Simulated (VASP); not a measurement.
A run of VASP 6.6.1:

INCAR

```
ALGO = Normal ; EDIFF = 1E-6
ENCUT = 520 ; GGA = PE
ISIF = 2 ; ISMEAR = -1
ISPIN = 2 ; LASPH = T
LCHARG = F ; LMAXMIX = 4
LORBIT = 11 ; LREAL = F
LWAVE = F ; MAGMOM = 2 0 0 0
NBANDS = 20 ; NELM = 150
PREC = Accurate ; SIGMA = 0.05
```

Contents of KPOINTS:

```
k-points
0
Gamma
  7 7 7
```

Contents of POSCAR:

```
Mg3Co
1.0
    0.0000000000      3.2970010424      3.2970010424
    3.2970010424      0.0000000000      3.2970010424
    3.2970010424      3.2970010424      0.0000000000
Co Mg
1 3
Direct
    0.0000000000      0.0000000000      0.0000000000
    0.7500000000      0.7500000000      0.7500000000
    0.5000000000      0.5000000000      0.5000000000
    0.2500000000      0.2500000000      0.2500000000
```

Potentials or basis: VASP PAW PBE potentials, release 64 (Co, Mg).

Launch:

```bash
$ cat potpaw_PBE.64/Co/POTCAR potpaw_PBE.64/Mg/POTCAR > POTCAR
$ mpirun -np 1 vasp_std > vasp.out
```

Hardware: 1 thread of Intel(R) Xeon(R) Platinum 8488C (Sapphire Rapids) (shared host).

**Question.** Estimate the wall time of this run.

**Answer.** It took 60 s on 1 thread of Intel(R) Xeon(R) Platinum 8488C (Sapphire Rapids) (shared host), peak memory 0.26 GiB. Counts: scf iterations 16, k points 20.
